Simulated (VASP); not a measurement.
Wanted: the native input for a VASP 6.6.1 run.

```yaml
Task: single point
Functional: PBE
Potentials_or_basis: VASP PAW PBE potentials, release 64 (F, I, K_sv)
Cutoff: 520 eV
k_mesh: 4 × 4 × 4
Occupations: gaussian, width 0.01 eV
Spin: no spin polarisation
Dipole_correction: no
Further_INCAR_settings: ALGO = Normal; EDIFF = 1e-06; NBANDS = 24
```

The structure of K2IF lies in POSCAR:

```
K2IF
1.0
    2.1686786482      1.2520872013      7.3061004310
   -2.1686786482      1.2520872013      7.3061004310
    0.0000000000     -2.5041744026      7.3061004311
F I K
1 1 2
Direct
    1.0000000000      0.0000000000      0.0000000000
    0.5000000000      0.5000000000      0.5000000000
    0.2724996286      0.2724996286      0.2724996286
    0.7275003714      0.7275003714      0.7275003714
```

One way to write it, as run:

INCAR

```
PREC = Accurate
ENCUT = 520
EDIFF = 1E-6
ISMEAR = 0
SIGMA = 0.01
LREAL = F
LASPH = T
NELM = 60
ALGO = Normal
ISIF = 2
LWAVE = F
LCHARG = F
GGA = PE
NBANDS = 24
```

KPOINTS

```
regular mesh
0
Gamma
  4 4 4
```

Potentials or basis: VASP PAW PBE potentials, release 64 (F, I, K_sv).

Command:

```console
$ cat potpaw_PBE.64/F/POTCAR potpaw_PBE.64/I/POTCAR potpaw_PBE.64/K_sv/POTCAR > POTCAR
$ mpirun -np 1 vasp_std > vasp.out
```

Results of the run:

```json
{
  "Pressure": "0.9 GPa",
  "Largest force": "0.084 eV/Å",
  "Band gap on the k mesh": "3.09 eV"
}
```

Caveat: the k points lie up to 0.42 Å⁻¹ apart; spin-orbit coupling is left out, which moves the levels of the heavy elements.

It took 2.6 min on 1 thread of Intel Xeon 8259CL (shared host), peak memory 0.48 GiB.
